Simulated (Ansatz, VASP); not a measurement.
# One calculation of SrO, two programs

Contents of INCAR:

```
SYSTEM = SrO
ALGO = Normal
EDIFF = 1E-8
ENCUT = 520
GGA = PE
ISIF = 2
ISMEAR = -1
LASPH = .True.
LCHARG = .False.
LEFG = .True.
LREAL = .False.
LWAVE = .False.
NBANDS = 15
NELM = 60
PREC = Accurate
SIGMA = 0.03
```

File KPOINTS:

```
k-points
0
Gamma
  13 13 13
  0 0 0
```

POSCAR

```
SrO
1.0
    0.0259740641      2.5974064114      2.5974064114
    2.5974064114      0.0259740641      2.5974064114
    2.6233804756      2.6233804756      0.0000000000
Sr O
1 1
Direct
    0.0000000000      0.0000000000      0.0000000000
    0.5000000000      0.5000000000      0.5000000000
```

Input for Ansatz:

```yaml
crystal:
  lattice:
    - [0.0259740641, 2.5974064114, 2.5974064114]
    - [2.5974064114, 0.0259740641, 2.5974064114]
    - [2.6233804756, 2.6233804756, 0.0]
  atoms:
    - { symbol: Sr, position: [0.0, 0.0, 0.0] }
    - { symbol: O, position: [0.5, 0.5, 0.5] }
kpoints:
  mp_grid: { grid: [13, 13, 13] }
scf:
  occupations: { method: fermi_dirac, width: 0.03 }
hamiltonian:
  xc: pbe
  pseudopotentials: { kind: paw }
output:
  forces: true
  stress: true
  eigenvalues: true
  efg: { contact_densities: true }
```

Change from the starting cell: xy shear strain of +2 %, PAW files.

Alike in both runs: task electric field gradients; functional PBE; k mesh 13 × 13 × 13; occupations fermi-dirac, width 0.03 eV; no spin polarisation.

|  | VASP | Ansatz |
| --- | --- | --- |
| version | VASP 6.6.1 | Ansatz 0.2.0 |
| potentials or method | VASP PAW PBE potentials, release 64 (Sr_sv, O) | PAW with Ansatz's default frozen-core files, scalar-relativistic |
| plane-wave cutoff (eV) | 520 | 420 |
| valence electrons in the cell | 16 | 16 |

Ansatz gave:

* gap on the k mesh at the Fermi level (eV): 3.33
* pressure (GPa): 0.0
* traceless stress, the component that is largest in VASP (GPa): -1.09
* size of Vzz on the site where it differs most (V/Å²): 7.4

Q: Estimate VASP's values.

A: gap on the k mesh at the Fermi level (eV): 3.28; pressure (GPa): 0.5; traceless stress, the component that is largest in VASP (GPa): -1.09; size of Vzz on the site where it differs most (V/Å²): 7.3.
